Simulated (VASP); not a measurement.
# Ti3H in VASP: notebook

Runs on Ti3H. Level: PBE. Tasks: single point.

Program: VASP 6.6.1. These are calculated values, not measurements. Logs are shortened: lines on timing, memory, paths and dates and some standing lists are left out, and cuts for length are marked.

**1. The cell of the first run**

The cell holds a slab with vacuum, 4 atoms: a = 2.908 Å, b = 2.908 Å, c = 19.994 Å, α = 90.00°, β = 90.00°, γ = 120.00°.

**2. Single point, PBE**

INCAR reads:

```
PREC     = Accurate       # precision mode
ENCUT    = 520            # plane-wave cutoff, eV
EDIFF    = 1E-7           # SCF threshold, eV
ISMEAR   = 0              # smearing method
SIGMA    = 0.1            # smearing width, eV
LREAL    = False          # projectors in reciprocal space
LASPH    = True           # aspherical terms in the spheres
NELM     = 60             # most SCF steps
ALGO     = Normal         # electronic algorithm
ISIF     = 2              # what is computed and relaxed
LWAVE    = False          # write WAVECAR
LCHARG   = True           # write CHGCAR
LDIPOL   = True         
IDIPOL   = 3            
DIPOL    = 0.5 0.5 0.359
GGA      = PE             # functional
LELF     = True           # ELF
LVHAR    = True         
LVACPOTAV= True         
NBANDS   = 26             # bands
```

KPOINTS reads:

```
Automatic mesh
0
Gamma
  9 9 1
```

POSCAR reads:

```
Ti3H
1.0
    2.9075446931      0.0000000000      0.0000000000
   -1.4537723466      2.5180075669      0.0000000000
    0.0000000000      0.0000000000     19.9935258482
Ti H
3 1
Direct
    0.6666666667      0.3333333333      0.2000647625
    0.3333333333      0.6666666667      0.3124429306
    0.0000000000      0.0000000000      0.4248138079
    0.0000000000      0.3333333333      0.4974163039
```

Potentials or basis: VASP PAW PBE potentials, release 64 (Ti_sv, H).

Command:

```sh
cat potpaw_PBE.64/Ti_sv/POTCAR potpaw_PBE.64/H/POTCAR > POTCAR
mpirun -np 1 vasp_std > vasp.out
```

OUTCAR:

```text
PREC = Accurate
   ENCUT = 520
   EDIFF = 1E-7
   ISMEAR = 0
   LREAL = False
   LASPH = True
   NELM = 60
   ISIF = 2
   GGA = PE

 ion  position               nearest neighbor table
   1  0.667  0.333  0.200-   2 2.80   2 2.80   2 2.80
   2  0.333  0.667  0.312-   3 2.80   3 2.80   3 2.80   1 2.80   1 2.80   1 2.80
   3  0.000  0.000  0.425-   4 1.75   2 2.80   2 2.80   2 2.80
   4  0.000  0.333  0.497-   3 1.75

  LATTYP: Found a hexagonal cell.
 ALAT       =     2.9075446931
 C/A-ratio  =     6.8764294133

  Lattice vectors:

 A1 = (   2.9075446931,   0.0000000000,   0.0000000000)
 A2 = (  -1.4537723466,   2.5180075669,   0.0000000000)
 A3 = (   0.0000000000,   0.0000000000,  19.9935258482)

Analysis of symmetry for initial positions (statically):
=====================================================================
 Subroutine PRICEL returns:
 Original cell was already a primitive cell.

 Routine SETGRP: Setting up the symmetry group for a
 hexagonal supercell.

 Subroutine GETGRP returns: Found  1 space group operations
 (whereof  1 operations were pure point group operations)
 out of a pool of 24 trial point group operations.

The static configuration has the point symmetry C_1 .

Analysis of symmetry for dynamics (positions and initial velocities):
=====================================================================
 Subroutine PRICEL returns:
 Original cell was already a primitive cell.

 Routine SETGRP: Setting up the symmetry group for a
 hexagonal supercell.

 Subroutine GETGRP returns: Found  1 space group operations
 (whereof  1 operations were pure point group operations)
 out of a pool of 24 trial point group operations.

The dynamic configuration has the point symmetry C_1 .

 Subroutine INISYM returns: Found  1 space group operations
 (whereof  1 operations are pure point group operations),
 and found     1 'primitive' translations

----------------------------------------------------------------------------------------

                                     Primitive cell

  volume of cell :     146.3770

  direct lattice vectors                    reciprocal lattice vectors
     2.907544693  0.000000000  0.000000000     0.343932804  0.198569697  0.000000000
    -1.453772347  2.518007567  0.000000000     0.000000000  0.397139394  0.000000000
     0.000000000  0.000000000 19.993525848     0.000000000  0.000000000  0.050016191

  length of vectors
     2.907544693  2.907544693 19.993525848     0.397139394  0.397139394  0.050016191

  position of ions in fractional coordinates (direct lattice)
     0.666666667  0.333333333  0.200064762
     0.333333333  0.666666667  0.312442931
     0.000000000  0.000000000  0.424813808
     1.000000000  0.333333333  0.497416304

  ion indices of the primitive-cell ions
   primitive index   ion index
                 1           1
                 2           2
                 3           3
                 4           4

----------------------------------------------------------------------------------------

 KPOINTS: Automatic mesh

Automatic generation of k-mesh.
 Grid dimensions read from file:
 generate k-points for:    9    9    1

 Generating k-lattice:

  Cartesian coordinates                     Fractional coordinates (reciprocal lattice)
     0.038214756  0.022063300  0.000000000     0.111111111 -0.000000000  0.000000000
     0.000000000  0.044126599  0.000000000     0.000000000  0.111111111  0.000000000
     0.000000000  0.000000000  0.050016191     0.000000000  0.000000000  1.000000000

  Length of vectors
     0.044126599  0.044126599  0.050016191

  Shift w.r.t. Gamma in fractional coordinates (k-lattice)
     0.000000000  0.000000000  0.000000000

 Subroutine IBZKPT returns following result:
 ===========================================

 Found     41 irreducible k-points:

 Following reciprocal coordinates:
            Coordinates               Weight
  0.000000  0.000000  0.000000      1.000000
  0.111111  0.000000  0.000000      2.000000
  0.000000  0.111111  0.000000      2.000000
 -0.111111  0.111111  0.000000      2.000000
  0.222222 -0.000000  0.000000      2.000000
  0.000000  0.222222  0.000000      2.000000
[... 16 lines left out ...]
  0.333333  0.111111  0.000000      2.000000
 -0.111111  0.444444  0.000000      2.000000
 [... further k-points ...]
   k-points           NKPTS =     41   k-points in BZ     NKDIM =     41   number of bands    NBANDS=     26
   number of dos      NEDOS =    301   number of ions     NIONS =      4
   total plane-waves  NPLWV =  86400
   dimension x,y,z NGX =    24 NGY =   24 NGZ =  150
   dimension x,y,z NGXF=    48 NGYF=   48 NGZF=  300
   ions per type =               3   1
   NGX,Y,Z   is equivalent  to a cutoff of  13.72, 13.72, 12.47 a.u.
   NGXF,Y,Z  is equivalent  to a cutoff of  27.45, 27.45, 24.94 a.u.
 SYSTEM =  unknown system
   PREC   = accura    normal or accurate (medium, high low for compatibility)
   ISTART =      0    job   : 0-new  1-cont  2-samecut
   ICHARG =      2    charge: 1-file 2-atom 10-const
   ISPIN  =      1    spin polarized calculation?
   LNONCOLLINEAR =      F non collinear calculations
   LSORBIT =      F    spin-orbit coupling
   LASPH  =      T    aspherical Exc in radial PAW
   ENCUT  =  520.0 eV  38.22 Ry    6.18 a.u.   5.41  5.41 37.17*2*pi/ulx,y,z
   NELM   =     60;   NELMIN=  2; NELMDL= -5     # of ELM steps
   EDIFF  = 0.1E-06   stopping-criterion for ELM
   LREAL  =      F    real-space projection
   EDIFFG = 0.1E-05   stopping-criterion for IOM
   NSW    =      0    number of steps for IOM
   IBRION =     -1    ionic relax: 0-MD 1-quasi-New 2-CG
   NFREE  =      0    steps in history (QN), initial steepest desc. (CG)
   ISIF   =      2    stress and relaxation
   ISYM   =      2    0-nonsym 1-usesym 2-fastsym
   POTIM  = 0.5000    time-step for ionic-motion
   TEBEG  =    0.0;   TEEND  =   0.0 temperature during run
   PSTRESS=    0.0 pullay stress
   NELECT =      37.0000    total number of electrons
   NUPDOWN=      -1.0000    fix difference up-down
   EMIN   =  10.00;   EMAX   =-10.00  energy-range for DOS
   EFERMI =   0.00;   METHOD = LEGACY
   ISMEAR =     0;   SIGMA  =   0.10  broadening in eV -4-tet -1-fermi 0-gaus
   EFERMI_NEDOS =   21; number of points for ismear=-14 and -15
   IALGO  =     38    algorithm
   IMIX   =      4    mixing-type and parameters
     AMIX     =   0.40;   BMIX     =  1.00
     AMIX_MAG =   1.60;   BMIX_MAG =  1.00
  volume/ion in A,a.u.               =      36.59       246.95
  Fermi-wavevector in a.u.,A,eV,Ry     =   1.035105  1.956065 14.577862  1.071443
  Thomas-Fermi vector in A             =   2.169432
   LORBIT       =      0    0 simple, 1 ext, 2 COOP (PROOUT), +10 PAW based schemes
   GGA     = PE    functional components
   LHFCALC =     F    Hartree Fock is set to
   AEXX    =    0.0000 exact exchange contribution
   IVDW    =     0    specifies the selected vdW correction
   LEPSILON=     F    determine dielectric tensor
   LRPA    =     F    only Hartree local field effects (RPA)
 non-spin polarized calculation
 Gauss-broadening in eV      SIGMA  =   0.10
  energy-cutoff  :      520.00
  volume of cell :      146.38
 maximum number of plane-waves:      4011
 NGX is ok and might be reduce to    24
   NGX = 11   NGY = 11   NGZ = 75

 dipolmoment           0.000000      0.000000     -0.158241 electrons x Angstroem

 number of electron      36.9999993 magnetization

 dipolmoment           0.000000      0.000000      0.036650 electrons x Angstroem

 Free energy of the ion-electron system (eV)
  ---------------------------------------------------
  ext. energy  EPLUGINS =         0.00000000
  ---------------------------------------------------
  free energy    TOTEN  =       -25.35759395 eV

  energy without entropy =      -25.33502024  energy(sigma->0) =      -25.34630710

 E-fermi :  -0.0688     XC(G=0):  -5.1777

 val. band max:       -0.1649947574   @ k =   0.0000   0.0000   0.0000
 cond. band min:      -0.0615629956   @ k =   0.3333  -0.1111   0.0000
 fundamental gap:      0.1034317618
 Fermi energy:        -0.0687902130

 k-point     1 :       0.0000    0.0000    0.0000
  band No.  band energies     occupation
      1     -56.9531      2.00000
      2     -56.9110      2.00000
      3     -56.6183      2.00000
      4     -33.4074      2.00000
      5     -33.2127      2.00000
      6     -32.9555      2.00000
[... 18 lines left out ...]
     25       0.8740      0.00000
     26       2.2584      0.00000

 k-point     2 :       0.1111    0.0000    0.0000
  band No.  band energies     occupation
      1     -56.9429      2.00000
      2     -56.9010      2.00000
      3     -56.6102      2.00000
      4     -33.3870      2.00000
      5     -33.2112      2.00000
      6     -33.0186      2.00000
[... 18 lines left out ...]
     25       1.1113      0.00000
     26       1.9887      0.00000

 k-point     3 :       0.0000    0.1111    0.0000
  band No.  band energies     occupation
      1     -56.9429      2.00000
      2     -56.9010      2.00000
      3     -56.6102      2.00000
      4     -33.3865      2.00000
      5     -33.2109      2.00000
      6     -32.9890      2.00000
[... 18 lines left out ...]
     25       1.1081      0.00000
     26       2.0517      0.00000

 k-point     4 :      -0.1111    0.1111    0.0000
  band No.  band energies     occupation
      1     -56.9429      2.00000
      2     -56.9010      2.00000
      3     -56.6102      2.00000
      4     -33.3870      2.00000
      5     -33.2106      2.00000
      6     -32.9865      2.00000
[... 18 lines left out ...]
     25       1.1085      0.00000
     26       2.0319      0.00000
[... 496 lines left out ...]
      1     -56.8972      2.00000
      2     -56.8561      2.00000
      3     -56.5742      2.00000
      4     -33.3294      2.00000
      5     -33.2575      2.00000
      6     -33.2058      2.00000
[... 18 lines left out ...]
     25       2.0102      0.00000
     26       2.2505      0.00000

 k-point    23 :       0.3333    0.1111    0.0000
  band No.  band energies     occupation
      1     -56.8729      2.00000
      2     -56.8318      2.00000
      3     -56.5550      2.00000
      4     -33.4240      2.00000
      5     -33.3319      2.00000
      6     -33.2804      2.00000
[... 18 lines left out ...]
     25       2.4500      0.00000
     26       2.8807      0.00000

 k-point    24 :      -0.1111    0.4444    0.0000
  band No.  band energies     occupation
      1     -56.8729      2.00000
      2     -56.8318      2.00000
      3     -56.5550      2.00000
      4     -33.3711      2.00000
      5     -33.3097      2.00000
      6     -33.2741      2.00000
[... 18 lines left out ...]
     25       2.4841      0.00000
     26       2.7613      0.00000

 [... further k-points ...]
[... 5 lines left out ...]
  --------------------------------------------------------------------------------------
  -------------------------------------------------------------------------------------
  Total       -0.3777315     -0.1922978      0.4720081     -0.4310395      1.5762054     -1.0473372
  in kB       -4.1344809     -2.1048061      5.1663907     -4.7179662     17.2524418    -11.4636859
  external PRESSURE =      -0.3576321 kB  Pullay stress =       0.0000000 kB

 VOLUME and BASIS-vectors are now :
 -----------------------------------------------------------------------------
  energy-cutoff  :      520.00
  volume of cell :      146.38
      direct lattice vectors                 reciprocal lattice vectors
     2.907544693  0.000000000  0.000000000     0.343932804  0.198569697  0.000000000
    -1.453772347  2.518007567  0.000000000     0.000000000  0.397139394  0.000000000
     0.000000000  0.000000000 19.993525848     0.000000000  0.000000000  0.050016191

 POSITION                                       TOTAL-FORCE (eV/Angst)
 -----------------------------------------------------------------------------------
      1.45377      0.83934      4.00000         0.019074      0.016599      0.075818
     -0.00000      1.67867      6.24684        -0.007587      0.004259     -0.366853
      0.00000      0.00000      8.49353         0.662692     -1.164635      0.279640
     -0.48459      0.83934      9.94511        -0.674179      1.143778      0.011394
 -----------------------------------------------------------------------------------
    total drift:                                0.000003     -0.000005      0.000116

  FREE ENERGIE OF THE ION-ELECTRON SYSTEM (eV)
  ---------------------------------------------------
  free  energy   TOTEN  =       -25.3575939543 eV

  energy  without entropy=      -25.3350202359  energy(sigma->0) =      -25.34630710

 vacuum level on the upper side and lower side of the slab         5.373         4.467
```

Run time: 2.8 min. Hardware: 1 thread of Intel Xeon 6975P-C (Granite Rapids), shared host; peak memory 0.34 GiB.

What came out:

| Item | Value |
| --- | --- |
| Free energy | -25.3576 eV |
| Largest force | 1.369 eV/Å |

Forces on the atoms (eV/Å):
```
Ti   0.019  0.017  0.076
Ti  -0.008  0.004 -0.367
Ti   0.663 -1.165  0.280
H   -0.674  1.144  0.011
```

Levels at points of the mesh, in eV from the Fermi level:
```
           k point  band 15  band 16  band 17  band 18  band 19  band 20  band 21  band 22
(0.00, 0.00, 0.00)    -3.36    -2.16    -0.10     0.65     0.68     0.69     0.87     0.88
```

**3. Single point, PBE**

INCAR reads:

```
PREC = Accurate ; ENCUT = 520
EDIFF = 1E-6 ; ISMEAR = 0
SIGMA = 0.1 ; LREAL = F
LASPH = T ; NELM = 100
ALGO = Normal ; ISIF = 2
LWAVE = F ; LCHARG = F
LDIPOL = T ; IDIPOL = 3
DIPOL = 0.5 0.5 0.361 ; GGA = PE
NBANDS = 26
```

KPOINTS reads:

```
regular mesh
0
Gamma
  9 9 1
```

POSCAR, as its differences from that of step 2:

```diff
@@ -11,2 +11,2 @@
     0.0000000000      0.0000000000      0.4248138079
-    0.0000000000      0.3333333333      0.4974163039
+    0.0000000000      0.1666666667      0.5086758854
```

Potentials or basis: VASP PAW PBE potentials, release 64 (Ti_sv, H).

Command:

```sh
cat potpaw_PBE.64/Ti_sv/POTCAR potpaw_PBE.64/H/POTCAR > POTCAR
mpirun -np 1 vasp_std > vasp.out
```

Run time: 2.3 min. Hardware: 1 thread of Intel Xeon 6975P-C (Granite Rapids), shared host; peak memory 0.34 GiB.

The run converged. Its results:

* Free energy: -24.7744 eV
* Largest force: 1.145 eV/Å

Forces in eV/Å, atoms in the order of the input:
```
Ti  -0.005  0.022  0.150
Ti  -0.014 -0.001 -0.646
Ti   0.549 -0.873  0.496
H   -0.529  0.852 -0.001
```

Levels at points of the mesh, in eV from the Fermi level:
```tsv
k point	band 14	band 15	band 16	band 17	band 18	band 19	band 20	band 21	band 22	band 23
(0.00, 0.00, 0.00)	-4.65	-3.29	-2.49	-0.11	0.66	0.66	0.69	0.83	0.84	0.85
```

**4. Single point, PBE**

INCAR reads:

```
SYSTEM = Ti3H
ALGO = Normal
DIPOL = 0.5 0.5 0.356
EDIFF = 1E-7
ENCUT = 520
GGA = PE
IDIPOL = 3
ISIF = 2
ISMEAR = 0
LASPH = .TRUE.
LCHARG = .TRUE.
LDIPOL = .TRUE.
LELF = .TRUE.
LREAL = .FALSE.
LVACPOTAV = .TRUE.
LVHAR = .TRUE.
LWAVE = .FALSE.
NBANDS = 26
NELM = 60
PREC = Accurate
SIGMA = 0.1
```

KPOINTS reads:

```
k-points
0
G
  9 9 1
  0 0 0
```

POSCAR, as its differences from that of step 3:

```diff
@@ -11,2 +11,2 @@
     0.0000000000      0.0000000000      0.4248138079
-    0.0000000000      0.1666666667      0.5086758854
+    0.1666666667      0.6666666667      0.4861516187
```

Command:

```sh
cat potpaw_PBE.64/Ti_sv/POTCAR potpaw_PBE.64/H/POTCAR > POTCAR
mpirun -np 1 vasp_std > vasp.out
```

It took 2.7 min on 1 thread of Intel Xeon 6975P-C (Granite Rapids), shared host; peak memory 0.34 GiB.

It converged, with:

- Free energy: -25.8344 eV
- Largest force: 1.385 eV/Å

Forces in eV/Å, atoms in the order of the input:
```
Ti   0.019  0.006  0.044
Ti   0.015  0.020 -0.336
Ti  -1.185  0.648  0.307
H    1.151 -0.673 -0.015
```

Levels at points of the mesh, in eV from the Fermi level:
```
           k point  band 15  band 16  band 17  band 18  band 19  band 20  band 21  band 22
(0.00, 0.00, 0.00)    -3.36    -1.73    -0.09     0.60     0.68     0.70     0.88     0.90
```

**5. Single point, PBE**

INCAR reads:

```
PREC = Accurate
ENCUT = 520
EDIFF = 1E-6
ISMEAR = 0
SIGMA = 0.1
LREAL = False
LASPH = True
NELM = 100
ALGO = Normal
ISIF = 2
LWAVE = False
LCHARG = True
LDIPOL = True
IDIPOL = 3
DIPOL = 0.5 0.5 0.356
GGA = PE
LELF = True
LVHAR = True
LVACPOTAV = True
NBANDS = 26
```

KPOINTS reads:

```
Automatic mesh
0
Gamma
  9 9 1
```

POSCAR, as its differences from that of step 4:

```diff
@@ -11,2 +11,2 @@
     0.0000000000      0.0000000000      0.4248138079
-    0.1666666667      0.6666666667      0.4861516187
+    0.5000000000      0.3333333333      0.4865326685
```

Command:

```sh
cat potpaw_PBE.64/Ti_sv/POTCAR potpaw_PBE.64/H/POTCAR > POTCAR
mpirun -np 1 vasp_std > vasp.out
```

It took 2.6 min on 1 thread of Intel Xeon 6975P-C (Granite Rapids), shared host; peak memory 0.35 GiB.

The run converged. Its results:

- Free energy: -25.8118 eV
- Largest force: 1.235 eV/Å

Forces on the atoms (eV/Å):
```
Ti  -0.011  0.001  0.046
Ti  -0.017  0.017 -0.233
Ti  -1.035 -0.647  0.182
H    1.063  0.629  0.005
```

Levels at points of the mesh, in eV from the Fermi level:
```tsv
k point	band 16	band 17	band 18	band 19	band 20	band 21
(0.00, 0.00, 0.00)	-1.75	-0.09	0.59	0.69	0.70	0.88
```
